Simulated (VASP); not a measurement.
ZnS: single point with PBEsol

The system is ZnS.

```
Zn S
1.0
     7.61090    0.00000    0.00000
    -3.80545    6.59123    0.00000
     0.00000    0.00000    6.24399
Zn S
8 8
Direct
  0.18180 0.33829 0.01982
  0.32549 0.14624 0.50404
  0.16276 0.82858 0.00199
  0.35314 0.67358 0.51047
  0.68011 0.32472 0.99879
  0.82705 0.16750 0.49530
  0.65391 0.82981 0.99127
  0.82977 0.68211 0.50733
  0.18118 0.34152 0.37628
  0.33387 0.16504 0.88132
  0.16363 0.81997 0.36317
  0.32701 0.66280 0.87742
  0.66247 0.33590 0.37396
  0.84599 0.17150 0.88038
  0.66866 0.83448 0.36676
  0.82281 0.66217 0.87626
```

```json
{
  "Program": "VASP 6.6.1",
  "Task": "single point",
  "Functional": "PBEsol",
  "Potentials or basis": "VASP PAW PBE potentials, release 64 (Zn, S)",
  "Cutoff": "520 eV",
  "k mesh": "3 × 3 × 2",
  "Occupations": "fermi-dirac, width 0.026 eV",
  "Spin": "no spin polarisation",
  "Dipole correction": "no",
  "Further INCAR settings": "LREAL = Auto; ALGO = Normal; EDIFF = 1e-06; NBANDS = 86"
}
```

```json
{
  "Pressure": "-1.0 GPa",
  "Largest force": "0.990 eV/Å",
  "Band gap on the k mesh": "2.02 eV"
}
```

Forces on the atoms (eV/Å):
```
Zn  -0.112 -0.218 -0.555
Zn  -0.029  0.338 -0.067
Zn  -0.316  0.188 -0.398
Zn  -0.579 -0.280 -0.228
Zn  -0.761  0.220  0.185
Zn   0.296  0.376  0.109
Zn   0.371  0.287  0.087
Zn   0.685 -0.606 -0.108
S   -0.326 -0.467  0.810
S    0.316 -0.156 -0.286
S   -0.070  0.047  0.947
S   -0.031  0.063 -0.169
S    0.133  0.017  0.155
S    0.290 -0.458 -0.483
S   -0.134  0.538 -0.010
S    0.268  0.113  0.014
```

Stress tensor (GPa, compression positive):
```
-1.00 -0.54 -0.16
-0.54 -1.52  0.01
-0.16  0.01 -0.36
```

Levels at points of the mesh, in eV from the valence-band top:
| k point | band 69 | band 70 | band 71 | band 72 | band 73 | band 74 | band 75 | band 76 |
| --- | --- | --- | --- | --- | --- | --- | --- | --- |
| (0.00, 0.00, 0.00) | -0.83 | -0.14 | -0.03 | 0.00 | 2.02 | 2.97 | 3.41 | 3.47 |
| (0.00, 0.00, 0.50) | -0.60 | -0.49 | -0.47 | -0.43 | 3.20 | 3.24 | 3.31 | 3.32 |

Run time: 5.3 min on 1 thread of Intel(R) Xeon(R) Platinum 8488C (Sapphire Rapids), on a shared host, peak memory 0.48 GiB.

Caveat: the k points lie up to 0.50 Å⁻¹ apart; the atoms stand as in a frame of molecular dynamics; the PAW data sets were made with another functional, which shifts forces and pressure a little.
